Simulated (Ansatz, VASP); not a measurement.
**ScF3: VASP beside Ansatz**

INCAR

```
PREC = Accurate ; ENCUT = 520
EDIFF = 1E-8 ; ISMEAR = -1
SIGMA = 0.02 ; LREAL = False
LASPH = True ; NELM = 60
ALGO = Normal ; ISIF = 2
LWAVE = False ; LCHARG = False
LEFG = True ; NBANDS = 24
```

Contents of KPOINTS:

```
Automatic mesh
0
Gamma
  6 6 6
```

Contents of POSCAR:

```
ScF3
1.0
    4.0390232910      0.0000000000      0.0000000000
    0.0000000000      4.0390232910      0.0000000000
    0.0000000000      0.0000000000      4.0390232910
Sc F
1 3
Direct
    0.0000000000      0.0000000000      0.0000000000
    0.5000000000      0.0000000000      0.0000000000
    0.0000000000      0.5000000000      0.0000000000
    0.0000000000      0.0000000000      0.5000000000
```

Input for Ansatz:

```yaml
crystal:
  lattice:
    - [4.039023291, 0.0, 0.0]
    - [0.0, 4.039023291, 0.0]
    - [0.0, 0.0, 4.039023291]
  atoms:
    - { symbol: Sc, position: [0.0, 0.0, 0.0] }
    - { symbol: F, position: [0.5, 0.0, 0.0] }
    - { symbol: F, position: [0.0, 0.5, 0.0] }
    - { symbol: F, position: [0.0, 0.0, 0.5] }
kpoints:
  mp_grid: { grid: [6, 6, 6] }
scf:
  occupations: { method: fermi_dirac, width: 0.02 }
hamiltonian:
  xc: lda
  pseudopotentials: { kind: all_electron, datasets: crystal }
output:
  forces: true
  stress: true
  eigenvalues: true
  efg: { contact_densities: true }
```

Change from the starting cell: volume scaled by 1.02, crystal datasets.

Alike in both runs: task electric field gradients; functional LDA; k mesh 6 × 6 × 6; occupations fermi-dirac, width 0.02 eV; no spin polarisation.

|  | VASP | Ansatz |
| --- | --- | --- |
| version | VASP 6.6.1 | Ansatz 0.2.0 |
| potentials or method | VASP PAW LDA potentials, release 64 (Sc_sv, F), cutoff 520 eV | all-electron PAW with datasets made for the crystal, scalar-relativistic |

Ansatz gave:

```
gap on the k mesh at the Fermi level (eV)            : 6.11
pressure (GPa)                                       : -4.7
size of Vzz on the site where it differs most (V/Å²) : 59.9
```

Question: What did VASP give for the same quantities?

Answer: gap on the k mesh at the Fermi level (eV): 6.08; pressure (GPa): -4.1; size of Vzz on the site where it differs most (V/Å²): 58.8.

LDA's correlation is that of Perdew and Zunger in VASP and of Perdew and Wang (1992) in Ansatz. Ansatz ran all-electron here, and VASP with PAW potentials.
